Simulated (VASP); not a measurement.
Zr2P3: single point with PBE

Zr2P3:

```
Zr P
1.0
     4.62170    0.00000    0.00000
    -2.31085    4.00251    0.00000
     0.00000    0.00000    5.22767
Zr P
2 3
Cartesian
  0.0000 2.6683 1.1852
  2.3109 1.3342 4.0424
  0.0000 0.0000 0.0000
  0.0000 2.6683 3.7925
  2.3109 1.3342 1.4352
```

```json
{
  "Program": "VASP 6.6.1",
  "Task": "single point",
  "Functional": "PBE",
  "Potentials or basis": "VASP PAW PBE potentials, release 64 (Zr_sv, P)",
  "Cutoff": "520 eV",
  "k mesh": "12 × 12 × 8",
  "Occupations": "gaussian, width 0.1 eV",
  "Spin": "no spin polarisation"
}
```

* Pressure: 0.0 GPa

Forces on the atoms (eV/Å):
```
Zr   0.000  0.000  0.002
Zr   0.000  0.000 -0.002
P    0.000  0.000  0.000
P    0.000  0.000  0.001
P    0.000  0.000 -0.001
```

Levels at points of the mesh, in eV from the Fermi level:
```tsv
k point	band 15	band 16	band 17	band 18	band 19	band 20	band 21	band 22	band 23	band 24
(0.00, 0.00, 0.00)	-3.43	-2.53	-1.42	-0.68	-0.68	0.13	0.33	0.33	1.05	2.74
(0.50, 0.00, 0.00)	-3.29	-2.21	-1.72	-1.62	-0.97	-0.01	0.77	1.81	1.91	2.16
(0.00, 0.00, 0.50)	-3.49	-3.49	-3.03	-1.29	-0.34	-0.34	1.25	1.25	2.40	2.40
(0.50, 0.00, 0.50)	-3.66	-3.21	-2.03	-1.30	-0.81	0.66	1.40	1.90	2.15	2.42
```

Run time: 4.6 min on 1 thread of Intel(R) Xeon(R) Platinum 8488C (Sapphire Rapids) (shared host), peak memory 0.42 GiB.
